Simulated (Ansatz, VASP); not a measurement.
# One calculation of TiTe2, two programs

Contents of POSCAR:

```
TiTe2
1.0
    0.0000000000      3.4401227511      3.4401227511
    3.4401227511      0.0000000000      3.4401227511
    3.4401227511      3.4401227511      0.0000000000
Ti Te
1 2
Direct
    0.0000000000      0.0000000000      0.0000000000
    0.2500000000      0.2500000000      0.2500000000
    0.7500000000      0.7500000000      0.7500000000
```

The input INCAR.step1:

```
PREC = Accurate
ENCUT = 520
EDIFF = 1E-5
ISMEAR = -1
SIGMA = 0.02
LREAL = False
LASPH = True
NELM = 100
ALGO = Normal
ISIF = 2
LWAVE = True
NBANDS = 19
GGA = PE
```

Contents of INCAR.step2:

```
PREC = Accurate
ENCUT = 520
EDIFF = 1E-7
ISMEAR = -1
SIGMA = 0.02
LREAL = False
LASPH = True
NELM = 100
ALGO = Normal
ISIF = 2
LWAVE = False
LCHARG = True
GGA = PE
LHFCALC = True
HFSCREEN = 0.2079
PRECFOCK = Normal
LELF = True
LVHAR = True
NBANDS = 19
ISTART = 1
```

KPOINTS

```
regular mesh
0
Gamma
  4 4 4
```

Input for Ansatz:

```yaml
crystal:
  lattice:
    - [0.0, 3.4401227511, 3.4401227511]
    - [3.4401227511, 0.0, 3.4401227511]
    - [3.4401227511, 3.4401227511, 0.0]
  atoms:
    - { symbol: Ti, position: [0.0, 0.0, 0.0] }
    - { symbol: Te, position: [0.25, 0.25, 0.25] }
    - { symbol: Te, position: [0.75, 0.75, 0.75] }
kpoints:
  mp_grid: { grid: [4, 4, 4] }
  band_path:
    path:
      - [0.0, 0.0, 0.0]
      - [0.5, 0.0, 0.5]
      - [0.625, 0.25, 0.625]
      - [0.375, 0.375, 0.75]
      - [0.5, 0.5, 0.5]
      - [0.5, 0.25, 0.75]
      - [0.5, 0.3, 0.7]
      - [0.35, 0.0, 0.35]
      - [0.0, 0.3333333333, -0.3333333333]
    npoints: 1
hamiltonian:
  xc: hse06
scf:
  occupations: { method: fermi_dirac, width: 0.02 }
  n_extra_bands: 4
output:
  forces: true
  stress: true
  eigenvalues: true
```

Alike in both runs: task single point; functional HSE06; k mesh 4 × 4 × 4; occupations fermi-dirac, width 0.02 eV; no spin polarisation.

|  | VASP | Ansatz |
| --- | --- | --- |
| version | VASP 6.6.1 | Ansatz 0.2.0 |
| potentials or method | VASP PAW PBE potentials, release 64 (Ti_sv, Te) | plane waves, PAW |
| plane-wave cutoff (eV) | 520 | 420 |
| valence electrons in the cell | 24 | 44 |

|  | VASP | Ansatz | Ansatz less VASP |
| --- | --- | --- | --- |
| pressure (GPa) | -1.3 | -0.9 | +0.36 |

VASP's potentials hold 24 valence electrons a cell and Ansatz's 44, so a difference there can come from the potentials and not from the codes. Ansatz's warnings: filled band counts differ across k points, stress exchange threshold loose, stress scf threshold loose.

The k mesh is coarse, so the values compare programs but aren't converged. Spin-orbit coupling is off throughout.
